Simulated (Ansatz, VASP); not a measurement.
**SnO: VASP beside Ansatz**

```xyz
4
Lattice="3.3550 0.0000 0.0000 0.0000 5.6741 0.0000 0.0000 0.0000 4.2220" Properties=species:S:1:pos:R:3 pbc="T T T"
Sn   -0.0159    1.1661    2.0885
Sn    1.6642    4.2643   -0.0384
O    -0.0055    4.9820    3.0825
O     1.6653    0.4244    1.0024
```

Alike in both runs: task single point; functional LDA; k mesh 4 × 3 × 3; no spin polarisation.

```csv
,VASP,Ansatz
version,VASP 6.6.1,Ansatz 0.2.0
potentials or method,"VASP PAW LDA potentials, release 64 (Sn_d, O)","plane waves, PAW"
plane-wave cutoff (eV),520,420
occupations,"gaussian, width 0.01 eV",fixed
valence electrons in the cell,40,40
```

Ansatz gave:

- rms of the force components (eV/Å): 0.071

Task: Estimate VASP's values.

Result: rms of the force components (eV/Å): 0.054.

LDA's correlation is that of Perdew and Zunger in VASP and of Perdew and Wang (1992) in Ansatz. Atom by atom the forces differ by 0.047 eV/Å (rms over components).

The k mesh is coarse, so the values compare programs but aren't converged.
